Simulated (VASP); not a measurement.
# Pt (P6_3/mmc) in VASP: further runs

Runs on Pt. Level: PBE. Tasks: single point.

Everything below comes from runs of VASP 6.6.1. Logs are shortened: lines on timing, memory, paths and dates and some standing lists are left out, and cuts for length are marked.

## (1) The cell of the first run

The structure is hexagonal, space group P6_3/mmc (No. 194). The conventional cell has a = 2.614 Å, b = 2.614 Å, c = 4.722 Å, α = 90.00°, β = 90.00°, γ = 120.00°. Pt (site symmetry -6m2) has 12 Pt at 2.61 to 2.80 Å within 3.4 Å.

## (2) Single point, PBE

Contents of INCAR:

```
SYSTEM = Pt
  PREC = Accurate
  ENCUT = 520
  EDIFF = 1E-6
  ISMEAR = 0
  SIGMA = 0.15
  LREAL = .False.
  LASPH = .True.
  NELM = 60
  ALGO = Normal
  ISIF = 2
  LWAVE = .False.
  LCHARG = .True.
  GGA = PE
  LELF = .True.
  LVHAR = .True.
  NBANDS = 17
```

Contents of KPOINTS:

```
regular mesh
0
Gamma
  18 18 10
  0 0 0
```

Contents of POSCAR:

```
Pt
1.0
    2.6137000000      0.0000000000      0.0000000000
   -1.3068500000      2.2635305979      0.0000000000
    0.0000000000      0.0000000000      4.7216000000
Pt
2
Direct
    0.6666666667      0.3333333333      0.7500000000
    0.3333333333      0.6666666667      0.2500000000
```

Potentials or basis: VASP PAW PBE potentials, release 64 (Pt).

On the command line:

```sh
> cat potpaw_PBE.64/Pt/POTCAR > POTCAR
> mpirun -np 1 vasp_std > vasp.out
```

OUTCAR:

```text
SYSTEM = Pt
   PREC = Accurate
   ENCUT = 520
   EDIFF = 1E-6
   ISMEAR = 0
   LREAL = .False.
   LASPH = .True.
   NELM = 60
   ISIF = 2
   GGA = PE

 ion  position               nearest neighbor table
   1  0.667  0.333  0.750-   2 2.80   2 2.80   2 2.80   2 2.80   2 2.80   2 2.80
   2  0.333  0.667  0.250-   1 2.80   1 2.80   1 2.80   1 2.80   1 2.80   1 2.80

  LATTYP: Found a hexagonal cell.
 ALAT       =     2.6137000000
 C/A-ratio  =     1.8064812335

  Lattice vectors:

 A1 = (   2.6137000000,   0.0000000000,   0.0000000000)
 A2 = (  -1.3068500000,   2.2635305979,   0.0000000000)
 A3 = (   0.0000000000,   0.0000000000,   4.7216000000)

Analysis of symmetry for initial positions (statically):
=====================================================================
 Subroutine PRICEL returns:
 Original cell was already a primitive cell.

 Routine SETGRP: Setting up the symmetry group for a
 hexagonal supercell.

 Subroutine GETGRP returns: Found 24 space group operations
 (whereof 12 operations were pure point group operations)
 out of a pool of 24 trial point group operations.

The static configuration has the point symmetry D_3d.
 The point group associated with its full space group is D_6h.

Analysis of symmetry for dynamics (positions and initial velocities):
=====================================================================
 Subroutine PRICEL returns:
 Original cell was already a primitive cell.

 Routine SETGRP: Setting up the symmetry group for a
 hexagonal supercell.

 Subroutine GETGRP returns: Found 24 space group operations
 (whereof 12 operations were pure point group operations)
 out of a pool of 24 trial point group operations.

The dynamic configuration has the point symmetry D_3d.
 The point group associated with its full space group is D_6h.

 Subroutine INISYM returns: Found 24 space group operations
 (whereof 12 operations are pure point group operations),
 and found     1 'primitive' translations

----------------------------------------------------------------------------------------

                                     Primitive cell

  volume of cell :      27.9339

  direct lattice vectors                    reciprocal lattice vectors
     2.613700000  0.000000000  0.000000000     0.382599380  0.220893855  0.000000000
    -1.306850000  2.263530598  0.000000000     0.000000000  0.441787710  0.000000000
     0.000000000  0.000000000  4.721600000     0.000000000  0.000000000  0.211792613

  length of vectors
     2.613700000  2.613700000  4.721600000     0.441787710  0.441787710  0.211792613

[... 75 lines left out ...]
   LNONCOLLINEAR =      F non collinear calculations
   LSORBIT =      F    spin-orbit coupling
   LASPH  =      T    aspherical Exc in radial PAW
   ENCUT  =  520.0 eV  38.22 Ry    6.18 a.u.   4.86  4.86  8.78*2*pi/ulx,y,z
   NELM   =     60;   NELMIN=  2; NELMDL= -5     # of ELM steps
   EDIFF  = 0.1E-05   stopping-criterion for ELM
   LREAL  =      F    real-space projection
   EDIFFG = 0.1E-04   stopping-criterion for IOM
   NSW    =      0    number of steps for IOM
   IBRION =     -1    ionic relax: 0-MD 1-quasi-New 2-CG
   NFREE  =      0    steps in history (QN), initial steepest desc. (CG)
   ISIF   =      2    stress and relaxation
   ISYM   =      2    0-nonsym 1-usesym 2-fastsym
   POTIM  = 0.5000    time-step for ionic-motion
   TEBEG  =    0.0;   TEEND  =   0.0 temperature during run
   PSTRESS=    0.0 pullay stress
   NELECT =      20.0000    total number of electrons
   NUPDOWN=      -1.0000    fix difference up-down
   EMIN   =  10.00;   EMAX   =-10.00  energy-range for DOS
   EFERMI =   0.00;   METHOD = LEGACY
   ISMEAR =     0;   SIGMA  =   0.15  broadening in eV -4-tet -1-fermi 0-gaus
   EFERMI_NEDOS =   21; number of points for ismear=-14 and -15
   IALGO  =     38    algorithm
   IMIX   =      4    mixing-type and parameters
     AMIX     =   0.40;   BMIX     =  1.00
     AMIX_MAG =   1.60;   BMIX_MAG =  1.00
  volume/ion in A,a.u.               =      13.97        94.25
  Fermi-wavevector in a.u.,A,eV,Ry     =   1.464562  2.767621 29.183701  2.144942
  Thomas-Fermi vector in A             =   2.580523
   LORBIT       =      0    0 simple, 1 ext, 2 COOP (PROOUT), +10 PAW based schemes
   GGA     = PE    functional components
   LHFCALC =     F    Hartree Fock is set to
   AEXX    =    0.0000 exact exchange contribution
   IVDW    =     0    specifies the selected vdW correction
   LEPSILON=     F    determine dielectric tensor
   LRPA    =     F    only Hartree local field effects (RPA)
 non-spin polarized calculation
 Gauss-broadening in eV      SIGMA  =   0.15
  energy-cutoff  :      520.00
  volume of cell :       27.93
 maximum number of plane-waves:       774
 NGX is ok and might be reduce to    20
   NGX =  9   NGY =  9   NGZ = 17

 number of electron      20.0000000 magnetization

 Free energy of the ion-electron system (eV)
  ---------------------------------------------------
  ext. energy  EPLUGINS =         0.00000000
  ---------------------------------------------------
  free energy    TOTEN  =       -11.64094213 eV

  energy without entropy =      -11.61199246  energy(sigma->0) =      -11.62646730

 E-fermi :  12.7483     XC(G=0): -13.9429

 val. band max:       12.7447049993   @ k =   0.2778   0.2222   0.0000
 cond. band min:      12.7493299337   @ k =   0.2778   0.1667   0.1000
 fundamental gap:      0.0046249344
 Fermi energy:        12.7483318491

 k-point     1 :       0.0000    0.0000    0.0000
  band No.  band energies     occupation
      1       1.6884      2.00000
      2       4.2590      2.00000
      3       7.6455      2.00000
      4       8.5681      2.00000
      5       8.5681      2.00000
      6       8.9475      2.00000
[... 457 lines left out ...]
      4       8.4612      2.00000
      5       8.8480      2.00000
      6       9.0699      2.00000
[... 9 lines left out ...]
     16      26.2203      0.00000
     17      26.9277      0.00000

 [... further k-points ...]
[... 5 lines left out ...]
  --------------------------------------------------------------------------------------
  -------------------------------------------------------------------------------------
  Total        8.7350431      8.7350431      4.7656127      0.0000000      0.0000000      0.0000000
  in kB      501.0076266    501.0076266    273.3367512      0.0000000      0.0000000      0.0000000
  external PRESSURE =     425.1173348 kB  Pullay stress =       0.0000000 kB

 VOLUME and BASIS-vectors are now :
 -----------------------------------------------------------------------------
  energy-cutoff  :      520.00
  volume of cell :       27.93
      direct lattice vectors                 reciprocal lattice vectors
     2.613700000  0.000000000  0.000000000     0.382599380  0.220893855  0.000000000
    -1.306850000  2.263530598  0.000000000     0.000000000  0.441787710  0.000000000
     0.000000000  0.000000000  4.721600000     0.000000000  0.000000000  0.211792613

 POSITION                                       TOTAL-FORCE (eV/Angst)
 -----------------------------------------------------------------------------------
      1.30685      0.75451      3.54120        -0.000000     -0.000000      0.000000
     -0.00000      1.50902      1.18040         0.000000      0.000000      0.000000
 -----------------------------------------------------------------------------------
    total drift:                               -0.000000      0.000000     -0.000000

  FREE ENERGIE OF THE ION-ELECTRON SYSTEM (eV)
  ---------------------------------------------------
  free  energy   TOTEN  =       -11.6409421329 eV

  energy  without entropy=      -11.6119924572  energy(sigma->0) =      -11.62646730
```

OSZICAR:

```text
N       E                     dE             d eps       ncg     rms          rms(c)
DAV:   1     0.106492189073E+03    0.10649E+03   -0.10621E+04  7564   0.115E+03
DAV:   2    -0.104622271620E+02   -0.11695E+03   -0.11144E+03  8215   0.255E+02
DAV:   3    -0.123650024053E+02   -0.19028E+01   -0.18854E+01  9172   0.326E+01
DAV:   4    -0.123743305882E+02   -0.93282E-02   -0.93268E-02  9092   0.235E+00
DAV:   5    -0.123744155012E+02   -0.84913E-04   -0.84913E-04  9384   0.231E-01    0.233E+01
DAV:   6    -0.117504135915E+02    0.62400E+00   -0.79042E-01  8039   0.815E+00    0.125E+01
DAV:   7    -0.116512995971E+02    0.99114E-01   -0.26110E-01  8806   0.470E+00    0.269E+00
DAV:   8    -0.116413003309E+02    0.99993E-02   -0.34364E-02  8324   0.159E+00    0.794E-01
DAV:   9    -0.116409294828E+02    0.37085E-03   -0.41340E-04  8860   0.177E-01    0.661E-02
DAV:  10    -0.116409411355E+02   -0.11653E-04   -0.10429E-05  9282   0.222E-02    0.817E-03
DAV:  11    -0.116409424581E+02   -0.13226E-05   -0.57816E-07  5483   0.615E-03    0.822E-03
DAV:  12    -0.116409421329E+02    0.32521E-06   -0.15490E-07  4111   0.361E-03
   1 F= -.11640942E+02 E0= -.11626467E+02  d E =-.289497E-01
```

It took 32 s on 1 thread of Intel Xeon 6975P-C (Granite Rapids), shared host; peak memory 0.21 GiB.

What came out:

| Property | Result |
| --- | --- |
| Free energy | -11.6409 eV |
| Pressure | 42.5 GPa |
| Band gap on the k mesh | zero (band 10 reaches 13.59 eV, above the bottom of band 11 at 11.90 eV) |

Caveat: spin-orbit coupling is left out, which moves the levels of the heavy elements.

## (3) Single point, PBE

This run uses another cell than the first one, of 14.14 Å³/atom, 1.012 times its volume.

Contents of INCAR:

```
PREC = Accurate
ENCUT = 520
EDIFF = 1E-7
ISMEAR = 0
SIGMA = 0.15
LREAL = False
LASPH = True
NELM = 60
ALGO = Fast
ISIF = 2
LWAVE = False
LCHARG = True
GGA = PE
LELF = True
LVHAR = True
NBANDS = 17
```

Contents of KPOINTS:

```
regular mesh
0
Gamma
  18 18 10
```

Contents of POSCAR:

```
Pt
1.0
    2.5654000000      0.0000000000      0.0000000000
   -1.2827000000      2.2217015709      0.0000000000
    0.0000000000      0.0000000000      4.9607000000
Pt
2
Direct
    0.6666666667      0.3333333333      0.7500000000
    0.3333333333      0.6666666667      0.2500000000
```

Potentials or basis: VASP PAW PBE potentials, release 64 (Pt).

On the command line:

```sh
> cat potpaw_PBE.64/Pt/POTCAR > POTCAR
> mpirun -np 1 vasp_std > vasp.out
```

Wall time 43 s (1 thread of Intel Xeon 6975P-C (Granite Rapids), shared host); peak memory 0.2 GiB.

It converged, with:

```yaml
Free_energy: -11.4388 eV
Pressure: 45.0 GPa
Band_gap_on_the_k_mesh: zero (band 10 reaches 13.64 eV, above the bottom of band 11 at 11.66 eV)
```

Stress tensor (GPa, compression positive):
```
62.13  0.00  0.00
 0.00 62.13  0.00
 0.00  0.00 10.65
```

Levels at points of the mesh, in eV from the Fermi level:
| k point | band 6 | band 7 | band 8 | band 9 | band 10 | band 11 | band 12 | band 13 | band 14 | band 15 |
| --- | --- | --- | --- | --- | --- | --- | --- | --- | --- | --- |
| (0.00, 0.00, 0.00) | -3.88 | -3.88 | -1.90 | -1.29 | -1.29 | -0.07 | -0.07 | 4.00 | 13.83 | 15.50 |
| (0.50, 0.00, 0.00) | -2.88 | -2.58 | -0.25 | 1.07 | 1.20 | 2.68 | 4.38 | 8.30 | 8.58 | 10.73 |
| (0.00, 0.00, 0.50) | -4.07 | -4.07 | -4.07 | -0.59 | -0.59 | -0.59 | -0.59 | 10.36 | 10.36 | 15.93 |
| (0.50, 0.00, 0.50) | -1.73 | -1.08 | -1.08 | 1.14 | 1.14 | 1.73 | 1.73 | 8.09 | 8.09 | 13.37 |

Caveat: spin-orbit coupling is left out, which moves the levels of the heavy elements.

## (4) Single point, PBE

This run uses another cell than the first one, of 14.12 Å³/atom, 1.011 times its volume.

Contents of INCAR:

```
SYSTEM = Pt
PREC = Accurate ; ENCUT = 520
EDIFF = 1E-6 ; ISMEAR = 0
SIGMA = 0.15 ; LREAL = .FALSE.
LASPH = .TRUE. ; NELM = 80
ALGO = Fast ; ISIF = 2
LWAVE = .FALSE. ; LCHARG = .FALSE.
GGA = PE ; NBANDS = 17
```

Contents of KPOINTS:

```
regular mesh
0
G
  18 18 10
  0 0 0
```

Contents of POSCAR:

```
Pt
1.0
    2.6620000000      0.0000000000      0.0000000000
   -1.3310000000      2.3053596249      0.0000000000
    0.0000000000      0.0000000000      4.6021000000
Pt
2
Direct
    0.6666666667      0.3333333333      0.7500000000
    0.3333333333      0.6666666667      0.2500000000
```

On the command line:

```sh
> cat potpaw_PBE.64/Pt/POTCAR > POTCAR
> mpirun -np 1 vasp_std > vasp.out
```

Wall time 34 s (1 thread of Intel Xeon 6975P-C (Granite Rapids), shared host); peak memory 0.2 GiB.

It converged, with:

- Free energy: -11.7833 eV
- Pressure: 35.4 GPa
- Band gap on the k mesh: zero (band 10 reaches 13.16 eV, above the bottom of band 11 at 11.60 eV)

Stress tensor (GPa, compression positive):
```
36.81  0.00  0.00
 0.00 36.81  0.00
 0.00  0.00 32.44
```

Levels at points of the mesh, in eV from the Fermi level:
| k point | band 7 | band 8 | band 9 | band 10 | band 11 | band 12 | band 13 | band 14 |
| --- | --- | --- | --- | --- | --- | --- | --- | --- |
| (0.00, 0.00, 0.00) | -3.64 | -2.20 | -2.20 | -1.20 | -0.27 | -0.27 | 5.51 | 14.85 |
| (0.50, 0.00, 0.00) | -3.18 | 0.04 | 0.36 | 0.61 | 2.50 | 4.15 | 7.88 | 9.41 |
| (0.00, 0.00, 0.50) | -4.09 | -4.09 | -0.95 | -0.95 | -0.95 | -0.95 | 12.74 | 12.74 |
| (0.50, 0.00, 0.50) | -1.13 | -1.13 | 0.50 | 0.50 | 1.68 | 1.68 | 7.34 | 7.34 |

Caveat: spin-orbit coupling is left out, which moves the levels of the heavy elements.

## (5) Single point, PBE

This run uses another cell than the first one, of 14.14 Å³/atom, 1.013 times its volume.

Contents of INCAR:

```
ALGO = Fast ; EDIFF = 1E-6
ENCUT = 520 ; GGA = PE
ISIF = 2 ; ISMEAR = 0
LASPH = T ; LCHARG = F
LREAL = F ; LWAVE = F
NBANDS = 17 ; NELM = 60
PREC = Accurate ; SIGMA = 0.15
```

Contents of KPOINTS:

```
k-points
0
Gamma
  18 18 10
```

Contents of POSCAR:

```
Pt
1.0
    2.6137000000      0.0000000000      0.0000000000
   -1.3068500000      2.2635305979      0.0000000000
    0.0000000000      0.0000000000      4.7813829983
Pt
2
Direct
    0.6666666667      0.3333333333      0.7500000000
    0.3333333333      0.6666666667      0.2500000000
```

On the command line:

```sh
> cat potpaw_PBE.64/Pt/POTCAR > POTCAR
> mpirun -np 1 vasp_std > vasp.out
```

Run time: 35 s. Hardware: 1 thread of Intel Xeon 6975P-C (Granite Rapids), shared host; peak memory 0.2 GiB.

The run converged. Its results:

```
Free energy            : -11.6939 eV
Pressure               : 38.0 GPa
Band gap on the k mesh : zero (band 10 reaches 13.36 eV, above the bottom of band 11 at 11.68 eV)
```

Stress tensor (GPa, compression positive):
```
46.78  0.00  0.00
 0.00 46.78  0.00
 0.00  0.00 20.57
```

Levels at points of the mesh, in eV from the Fermi level:
| k point | band 8 | band 9 | band 10 | band 11 | band 12 | band 13 |
| --- | --- | --- | --- | --- | --- | --- |
| (0.00, 0.00, 0.00) | -1.73 | -1.73 | -1.58 | -0.18 | -0.18 | 4.74 |
| (0.50, 0.00, 0.00) | -0.12 | 0.71 | 0.88 | 2.60 | 4.30 | 7.99 |
| (0.00, 0.00, 0.50) | -4.05 | -0.80 | -0.80 | -0.80 | -0.80 | 11.56 |
| (0.50, 0.00, 0.50) | -1.09 | 0.80 | 0.80 | 1.70 | 1.70 | 7.67 |

Caveat: spin-orbit coupling is left out, which moves the levels of the heavy elements.

## (6) Single point, PBE

This run uses another cell than the first one, of 14.30 Å³/atom, 1.024 times its volume.

Contents of INCAR:

```
SYSTEM = Pt
PREC = Accurate ; ENCUT = 520
EDIFF = 1E-7 ; ISMEAR = 0
SIGMA = 0.15 ; LREAL = .FALSE.
LASPH = .TRUE. ; NELM = 80
ALGO = Fast ; ISIF = 2
LWAVE = .FALSE. ; LCHARG = .FALSE.
GGA = PE ; NBANDS = 17
```

Contents of KPOINTS:

```
Automatic mesh
0
G
  18 18 10
  0 0 0
```

Contents of POSCAR:

```
Pt
1.0
    2.6620000000      0.0000000000      0.0000000000
   -1.3310000000      2.3053596249      0.0000000000
    0.0000000000      0.0000000000      4.6618000000
Pt
2
Direct
    0.6666666667      0.3333333333      0.7500000000
    0.3333333333      0.6666666667      0.2500000000
```

Potentials or basis: VASP PAW PBE potentials, release 64 (Pt).

On the command line:

```sh
> cat potpaw_PBE.64/Pt/POTCAR > POTCAR
> mpirun -np 1 vasp_std > vasp.out
```

Run time: 38 s. Hardware: 1 thread of Intel Xeon 6975P-C (Granite Rapids), shared host; peak memory 0.2 GiB.

Results (log left out):

```yaml
Free_energy: -11.8492 eV
Pressure: 30.5 GPa
Band_gap_on_the_k_mesh: zero (band 10 reaches 12.93 eV, above the bottom of band 11 at 11.37 eV)
```

Stress tensor (GPa, compression positive):
```
33.20  0.00  0.00
 0.00 33.20  0.00
 0.00  0.00 25.11
```

Levels at points of the mesh, in eV from the Fermi level:
| k point | band 8 | band 9 | band 10 | band 11 | band 12 | band 13 |
| --- | --- | --- | --- | --- | --- | --- |
| (0.00, 0.00, 0.00) | -2.04 | -2.04 | -1.23 | -0.25 | -0.25 | 5.25 |
| (0.50, 0.00, 0.00) | 0.00 | 0.42 | 0.65 | 2.50 | 4.14 | 7.81 |
| (0.00, 0.00, 0.50) | -3.99 | -0.90 | -0.90 | -0.90 | -0.90 | 12.40 |
| (0.50, 0.00, 0.50) | -1.08 | 0.55 | 0.55 | 1.69 | 1.69 | 7.30 |

Caveat: spin-orbit coupling is left out, which moves the levels of the heavy elements.

## (7) Overview

```csv
cell,gap on the mesh (eV),pressure (GPa)
"a = 2.614, b = 2.614, c = 4.722 Å, angles 90.0, 90.0, 120.0°, 2 atoms",none,42.5
"a = 2.565, b = 2.565, c = 4.961 Å, angles 90.0, 90.0, 120.0°, 2 atoms",none,45.0
"a = 2.662, b = 2.662, c = 4.602 Å, angles 90.0, 90.0, 120.0°, 2 atoms",none,35.4
"a = 2.614, b = 2.614, c = 4.781 Å, angles 90.0, 90.0, 120.0°, 2 atoms",none,38.0
"a = 2.662, b = 2.662, c = 4.662 Å, angles 90.0, 90.0, 120.0°, 2 atoms",none,30.5
```

Alike in all rows: task single point; level PBE; potentials or basis VASP PAW PBE potentials, release 64 (Pt); no spin polarisation; k mesh 18 × 18 × 10; cutoff (eV) 520; smearing gaussian 0.15 eV.

Caveats: spin-orbit coupling is left out, which moves the levels of the heavy elements.

Absolute energies hang on the potentials; compare differences alone.
